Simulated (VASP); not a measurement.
# In (Pm-3m) in VASP: notebook

The runs below take In through single point, with PBE.

Program: VASP 6.6.1. These are calculated values, not measurements. Logs are shortened: lines on timing, memory, paths and dates and some standing lists are left out, and cuts for length are marked.

### 1 The cell of the first run

The structure is cubic, space group Pm-3m (No. 221). Conventional cell: a = 2.440 Å, b = 2.440 Å, c = 2.440 Å, α = 90.00°, β = 90.00°, γ = 90.00°. Within 3.2 Å of In (site symmetry m-3m) lie 6 In at 2.44 Å.

### 2 Single point, PBE

INCAR

```
SYSTEM = In
  ALGO = Normal
  EDIFF = 1E-6
  ENCUT = 520
  GGA = PE
  ISIF = 2
  ISMEAR = -1
  LASPH = .True.
  LCHARG = .False.
  LREAL = .False.
  LWAVE = .False.
  NBANDS = 12
  NELM = 80
  PREC = Accurate
  SIGMA = 0.08
```

KPOINTS

```
k-points
0
Gamma
  15 15 15
  0 0 0
```

POSCAR

```
In
1.0
    2.4404281216      0.0000000000      0.0000000000
    0.0000000000      2.4404281216      0.0000000000
    0.0000000000      0.0000000000      2.4404281216
In
1
Direct
    0.0000000000      0.0000000000      0.0000000000
```

Potentials or basis: VASP PAW PBE potentials, release 64 (In_d).

On the command line:

```
> cat potpaw_PBE.64/In_d/POTCAR > POTCAR
> mpirun -np 1 vasp_std > vasp.out
```

OUTCAR:

```text
SYSTEM = In
   EDIFF = 1E-6
   ENCUT = 520
   GGA = PE
   ISIF = 2
   ISMEAR = -1
   LASPH = .True.
   LREAL = .False.
   NELM = 80
   PREC = Accurate

 ion  position               nearest neighbor table
   1  0.000  0.000  0.000-

  LATTYP: Found a simple cubic cell.
 ALAT       =     2.4404281216

  Lattice vectors:

 A1 = (   2.4404281216,   0.0000000000,   0.0000000000)
 A2 = (   0.0000000000,   2.4404281216,   0.0000000000)
 A3 = (   0.0000000000,   0.0000000000,   2.4404281216)

Analysis of symmetry for initial positions (statically):
=====================================================================
 Subroutine PRICEL returns:
 Original cell was already a primitive cell.

 Routine SETGRP: Setting up the symmetry group for a
 simple cubic supercell.

 Subroutine GETGRP returns: Found 48 space group operations
 (whereof 48 operations were pure point group operations)
 out of a pool of 48 trial point group operations.

The static configuration has the point symmetry O_h .

Analysis of symmetry for dynamics (positions and initial velocities):
=====================================================================
 Subroutine PRICEL returns:
 Original cell was already a primitive cell.

 Routine SETGRP: Setting up the symmetry group for a
 simple cubic supercell.

 Subroutine GETGRP returns: Found 48 space group operations
 (whereof 48 operations were pure point group operations)
 out of a pool of 48 trial point group operations.

The dynamic configuration has the point symmetry O_h .

 Subroutine INISYM returns: Found 48 space group operations
 (whereof 48 operations are pure point group operations),
 and found     1 'primitive' translations

----------------------------------------------------------------------------------------

                                     Primitive cell

  volume of cell :      14.5344

  direct lattice vectors                    reciprocal lattice vectors
     2.440428122  0.000000000  0.000000000     0.409764168  0.000000000  0.000000000
     0.000000000  2.440428122  0.000000000     0.000000000  0.409764168  0.000000000
     0.000000000  0.000000000  2.440428122     0.000000000  0.000000000  0.409764168

  length of vectors
     2.440428122  2.440428122  2.440428122     0.409764168  0.409764168  0.409764168

  position of ions in fractional coordinates (direct lattice)
     0.000000000  0.000000000  0.000000000

  ion indices of the primitive-cell ions
   primitive index   ion index
                 1           1

----------------------------------------------------------------------------------------

 KPOINTS: k-points

Automatic generation of k-mesh.
 Grid dimensions read from file:
 generate k-points for:   15   15   15

 Generating k-lattice:

  Cartesian coordinates                     Fractional coordinates (reciprocal lattice)
     0.027317611  0.000000000  0.000000000     0.066666667  0.000000000  0.000000000
     0.000000000  0.027317611  0.000000000     0.000000000  0.066666667  0.000000000
     0.000000000  0.000000000  0.027317611     0.000000000  0.000000000  0.066666667

  Length of vectors
     0.027317611  0.027317611  0.027317611

  Shift w.r.t. Gamma in fractional coordinates (k-lattice)
     0.000000000  0.000000000  0.000000000

 Subroutine IBZKPT returns following result:
 ===========================================

 Found    120 irreducible k-points:

 Following reciprocal coordinates:
            Coordinates               Weight
  0.000000  0.000000  0.000000      1.000000
  0.066667  0.000000  0.000000      6.000000
  0.133333  0.000000  0.000000      6.000000
  0.200000  0.000000  0.000000      6.000000
  0.266667  0.000000  0.000000      6.000000
  0.333333  0.000000  0.000000      6.000000
[... 16 lines left out ...]
  0.266667  0.200000  0.000000     24.000000
  0.333333  0.200000  0.000000     24.000000
 [... further k-points ...]
   k-points           NKPTS =    120   k-points in BZ     NKDIM =    120   number of bands    NBANDS=     12
   number of dos      NEDOS =    301   number of ions     NIONS =      1
   total plane-waves  NPLWV =   5832
   dimension x,y,z NGX =    18 NGY =   18 NGZ =   18
   dimension x,y,z NGXF=    36 NGYF=   36 NGZF=   36
   ions per type =               1
   NGX,Y,Z   is equivalent  to a cutoff of  12.26, 12.26, 12.26 a.u.
   NGXF,Y,Z  is equivalent  to a cutoff of  24.52, 24.52, 24.52 a.u.
 SYSTEM =  In
   PREC   = accura    normal or accurate (medium, high low for compatibility)
   ISTART =      0    job   : 0-new  1-cont  2-samecut
   ICHARG =      2    charge: 1-file 2-atom 10-const
   ISPIN  =      1    spin polarized calculation?
   LNONCOLLINEAR =      F non collinear calculations
   LSORBIT =      F    spin-orbit coupling
   LASPH  =      T    aspherical Exc in radial PAW
   ENCUT  =  520.0 eV  38.22 Ry    6.18 a.u.   4.54  4.54  4.54*2*pi/ulx,y,z
   NELM   =     80;   NELMIN=  2; NELMDL= -5     # of ELM steps
   EDIFF  = 0.1E-05   stopping-criterion for ELM
   LREAL  =      F    real-space projection
   EDIFFG = 0.1E-04   stopping-criterion for IOM
   NSW    =      0    number of steps for IOM
   IBRION =     -1    ionic relax: 0-MD 1-quasi-New 2-CG
   NFREE  =      0    steps in history (QN), initial steepest desc. (CG)
   ISIF   =      2    stress and relaxation
   ISYM   =      2    0-nonsym 1-usesym 2-fastsym
   POTIM  = 0.5000    time-step for ionic-motion
   TEBEG  =    0.0;   TEEND  =   0.0 temperature during run
   PSTRESS=    0.0 pullay stress
   NELECT =      13.0000    total number of electrons
   NUPDOWN=      -1.0000    fix difference up-down
   EMIN   =  10.00;   EMAX   =-10.00  energy-range for DOS
   EFERMI =   0.00;   METHOD = LEGACY
   ISMEAR =    -1;   SIGMA  =   0.08  broadening in eV -4-tet -1-fermi 0-gaus
   EFERMI_NEDOS =   21; number of points for ismear=-14 and -15
   IALGO  =     38    algorithm
   IMIX   =      4    mixing-type and parameters
     AMIX     =   0.40;   BMIX     =  1.00
     AMIX_MAG =   1.60;   BMIX_MAG =  1.00
  volume/ion in A,a.u.               =      14.53        98.08
  Fermi-wavevector in a.u.,A,eV,Ry     =   1.577333  2.980726 33.850995  2.487978
  Thomas-Fermi vector in A             =   2.678031
   LORBIT       =      0    0 simple, 1 ext, 2 COOP (PROOUT), +10 PAW based schemes
   GGA     = PE    functional components
   LHFCALC =     F    Hartree Fock is set to
   AEXX    =    0.0000 exact exchange contribution
   IVDW    =     0    specifies the selected vdW correction
   LEPSILON=     F    determine dielectric tensor
   LRPA    =     F    only Hartree local field effects (RPA)
 non-spin polarized calculation
  energy-cutoff  :      520.00
  volume of cell :       14.53
 maximum number of plane-waves:       405
   NGX =  9   NGY =  9   NGZ =  9

 number of electron      12.9999990 magnetization

 Free energy of the ion-electron system (eV)
  ---------------------------------------------------
  ext. energy  EPLUGINS =         0.00000000
  ---------------------------------------------------
  free energy    TOTEN  =         0.73759278 eV

  energy without entropy =        0.74260166  energy(sigma->0) =        0.74009722

 E-fermi :  16.6713     XC(G=0): -13.3225

 val. band max:       16.6550116894   @ k =   0.3333   0.1333   0.1333
 cond. band min:      16.6861863733   @ k =   0.3333   0.2000   0.0000
 fundamental gap:      0.0311746839
 Fermi energy:        16.6713448574

 k-point     1 :       0.0000    0.0000    0.0000
  band No.  band energies     occupation
      1      -1.6349      2.00000
      2      -1.6349      2.00000
      3       1.6235      2.00000
      4       1.6235      2.00000
      5       1.6235      2.00000
      6       1.7057      2.00000
      7      27.1610      0.00000
      8      27.1610      0.00000
      9      27.1610      0.00000
     10      32.6318      0.00000
     11      32.6318      0.00000
     12      35.1087      0.00000

 k-point     2 :       0.0667    0.0000    0.0000
  band No.  band energies     occupation
      1      -1.6232      2.00000
      2      -1.5552      2.00000
      3       1.5773      2.00000
      4       1.5773      2.00000
      5       1.6273      2.00000
      6       1.8356      2.00000
      7      25.8760      0.00000
      8      27.3423      0.00000
      9      27.3423      0.00000
     10      32.5314      0.00000
     11      33.2907      0.00000
     12      35.8655      0.00000

 k-point     3 :       0.1333    0.0000    0.0000
  band No.  band energies     occupation
      1      -1.5899      2.00000
      2      -1.3378      2.00000
      3       1.4487      2.00000
      4       1.4487      2.00000
      5       1.6381      2.00000
      6       2.2378      2.00000
      7      23.4273      0.00000
      8      27.8721      0.00000
      9      27.8721      0.00000
     10      32.2446      0.00000
     11      33.6953      0.00000
     12      38.2771      0.00000

 k-point     4 :       0.2000    0.0000    0.0000
  band No.  band energies     occupation
      1      -1.5404      2.00000
      2      -1.0392      2.00000
      3       1.2637      2.00000
      4       1.2637      2.00000
      5       1.6541      2.00000
      6       2.9405      2.00000
      7      20.7930      0.00000
      8      28.7107      0.00000
      9      28.7107      0.00000
     10      31.8172      0.00000
     11      33.7120      0.00000
     12      41.2040      0.00000

 k-point     5 :       0.2667    0.0000    0.0000
  band No.  band energies     occupation
      1      -1.4831      2.00000
      2      -0.7262      2.00000
      3       1.0574      2.00000
      4       1.0574      2.00000
      5       1.6724      2.00000
      6       3.9648      2.00000
      7      18.1911      0.00000
      8      29.7973      0.00000
      9      29.7973      0.00000
     10      31.3246      0.00000
     11      33.5583      0.00000
     12      40.6565      0.00000

 k-point     6 :       0.3333    0.0000    0.0000
  band No.  band energies     occupation
      1      -1.4277      2.00000
      2      -0.4515      2.00000
      3       0.8658      2.00000
      4       0.8658      2.00000
      5       1.6901      2.00000
      6       5.3028      2.00000
      7      15.6856      1.99999
      8      30.8563      0.00000
      9      31.0485      0.00000
     10      31.0485      0.00000
     11      33.2937      0.00000
     12      40.2689      0.00000

 k-point     7 :       0.4000    0.0000    0.0000
  band No.  band energies     occupation
      1      -1.3840      2.00000
      2      -0.2501      2.00000
      3       0.7197      2.00000
      4       0.7197      2.00000
      5       1.7039      2.00000
      6       6.9128      2.00000
      7      13.3147      2.00000
      8      30.4944      0.00000
      9      32.3261      0.00000
     10      32.3261      0.00000
     11      33.0057      0.00000
     12      39.3006      0.00000

 k-point     8 :       0.4667    0.0000    0.0000
  band No.  band energies     occupation
      1      -1.3599      2.00000
      2      -0.1438      2.00000
      3       0.6411      2.00000
      4       0.6411      2.00000
      5       1.7114      2.00000
      6       8.6633      2.00000
      7      11.1907      2.00000
      8      30.2984      0.00000
      9      32.8169      0.00000
     10      33.2992      0.00000
     11      33.2992      0.00000
     12      38.2619      0.00000
[... 166 lines left out ...]
 k-point    20 :       0.4000    0.1333    0.0000
  band No.  band energies     occupation
      1      -1.1729      2.00000
      2       0.0371      2.00000
      3       0.3571      2.00000
      4       0.7448      2.00000
      5       1.5418      2.00000
      6       7.4588      2.00000
      7      13.7678      2.00000
      8      27.5853      0.00000
      9      31.1478      0.00000
     10      32.8835      0.00000
     11      33.1360      0.00000
     12      39.4735      0.00000

 k-point    21 :       0.4667    0.1333    0.0000
  band No.  band energies     occupation
      1      -1.1471      2.00000
      2       0.1561      2.00000
      3       0.2697      2.00000
      4       0.6671      2.00000
      5       1.5504      2.00000
      6       9.2685      2.00000
      7      11.5728      2.00000
      8      28.6211      0.00000
      9      30.3776      0.00000
     10      32.1964      0.00000
     11      34.2210      0.00000
     12      38.2776      0.00000

 k-point    22 :       0.2000    0.2000    0.0000
  band No.  band energies     occupation
      1      -1.2275      2.00000
      2      -0.5310      2.00000
      3       0.6945      2.00000
      4       1.2792      2.00000
      5       1.3284      2.00000
      6       4.2203      2.00000
      7      21.3216      0.00000
      8      22.6238      0.00000
      9      30.2820      0.00000
     10      32.4229      0.00000
     11      36.3066      0.00000
     12      39.2985      0.00000

 k-point    23 :       0.2667    0.2000    0.0000
  band No.  band energies     occupation
      1      -1.1334      2.00000
      2      -0.1661      2.00000
      3       0.4218      2.00000
      4       1.0997      2.00000
      5       1.3307      2.00000
      6       5.2061      2.00000
      7      19.1568      0.00000
      8      23.0401      0.00000
      9      31.3879      0.00000
     10      32.1116      0.00000
     11      34.6015      0.00000
     12      39.6795      0.00000

 k-point    24 :       0.3333    0.2000    0.0000
  band No.  band energies     occupation
      1      -1.0589      2.00000
      2       0.1479      2.00000
      3       0.2070      2.00000
      4       0.9143      2.00000
      5       1.3521      2.00000
      6       6.4992      2.00000
      7      16.6862      0.90751
      8      24.0404      0.00000
      9      31.2287      0.00000
     10      32.6797      0.00000
     11      33.3463      0.00000
     12      39.0794      0.00000

 [... further k-points ...]
[... 5 lines left out ...]
  --------------------------------------------------------------------------------------
  -------------------------------------------------------------------------------------
  Total       12.7303612     12.7303612     12.7303612      0.0000000      0.0000000     -0.0000000
  in kB     1403.3087870   1403.3087870   1403.3087870      0.0000000      0.0000000     -0.0000000
  external PRESSURE =    1403.3087870 kB  Pullay stress =       0.0000000 kB

 VOLUME and BASIS-vectors are now :
 -----------------------------------------------------------------------------
  energy-cutoff  :      520.00
  volume of cell :       14.53
      direct lattice vectors                 reciprocal lattice vectors
     2.440428122  0.000000000  0.000000000     0.409764168  0.000000000  0.000000000
     0.000000000  2.440428122  0.000000000     0.000000000  0.409764168  0.000000000
     0.000000000  0.000000000  2.440428122     0.000000000  0.000000000  0.409764168

 POSITION                                       TOTAL-FORCE (eV/Angst)
 -----------------------------------------------------------------------------------
      0.00000      0.00000      0.00000         0.000000      0.000000      0.000000
 -----------------------------------------------------------------------------------
    total drift:                               -0.000000      0.000000      0.000000

  FREE ENERGIE OF THE ION-ELECTRON SYSTEM (eV)
  ---------------------------------------------------
  free  energy   TOTEN  =         0.7375927843 eV

  energy  without entropy=        0.7426016601  energy(sigma->0) =        0.74009722
```

Run time: 9.6 s. Hardware: 1 thread of Intel Xeon 6975P-C, shared host; peak memory 0.13 GiB.

Results:

```yaml
Free_energy: 0.7376 eV
Pressure: 140.3 GPa
```

Levels at points of the mesh, in eV from the Fermi level:
```csv
k point,band 3,band 4,band 5,band 6,band 7,band 8,band 9,band 10
"(0.00, 0.00, 0.00)",-15.05,-15.05,-15.05,-14.97,10.49,10.49,10.49,15.96
```

Caveat: spin-orbit coupling is left out, which moves the levels of the heavy elements.

(Continued in part 2 of 2.)
